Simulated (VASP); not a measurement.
**AlRu: electric field gradients with PBEsol**

The system is AlRu.

```
Al Ru
1.0
     3.05027    0.00000    0.00000
     0.00000    3.05027    0.00000
     0.00000    0.00000    3.05027
Al Ru
1 1
Direct
  0.00000 0.00000 0.00000
  0.50000 0.50000 0.50000
```

This cell differs from its parent crystal: volume scaled by 1.06.

| Property | Result |
| --- | --- |
| Program | VASP 6.6.1 |
| Task | electric field gradients |
| Functional | PBEsol |
| Potentials or basis | VASP PAW PBE potentials, release 64 (Al, Ru_pv) |
| Cutoff | 520 eV |
| k mesh | 12 × 12 × 12 |
| Occupations | fermi-dirac, width 0.05 eV |
| Spin | no spin polarisation |
| Dipole correction | no |
| Further INCAR settings | ALGO = Normal; EDIFF = 1e-08; NBANDS = 16 |

| Item | Value |
| --- | --- |
| Pressure | -13.8 GPa |

Levels at points of the mesh, in eV from the Fermi level:
| k point | band 6 | band 7 | band 8 | band 9 | band 10 | band 11 | band 12 | band 13 |
| --- | --- | --- | --- | --- | --- | --- | --- | --- |
| (0.00, 0.00, 0.00) | -3.28 | 0.18 | 0.18 | 0.18 | 5.80 | 5.80 | 5.80 | 10.66 |
| (0.50, 0.00, 0.00) | -2.54 | -1.47 | -1.47 | 0.40 | 2.08 | 7.48 | 10.70 | 10.70 |
| (0.50, 0.50, 0.00) | -1.31 | -1.31 | -1.05 | -1.05 | 1.40 | 4.91 | 5.71 | 10.15 |
| (0.50, 0.50, 0.50) | -4.30 | 1.48 | 1.48 | 2.26 | 3.98 | 3.98 | 3.98 | 8.05 |

Run time: 42 s on 1 thread of Intel(R) Xeon(R) Platinum 8259CL CPU @ 2.50GHz (Skylake/Cascade Lake) (shared host), peak memory 0.16 GiB.

Caveat: without QUAD_EFG the Cq values of the log hold for a quadrupole moment of 1 mb, not for the nuclei; the PAW data sets were made with another functional, which shifts forces and pressure a little.
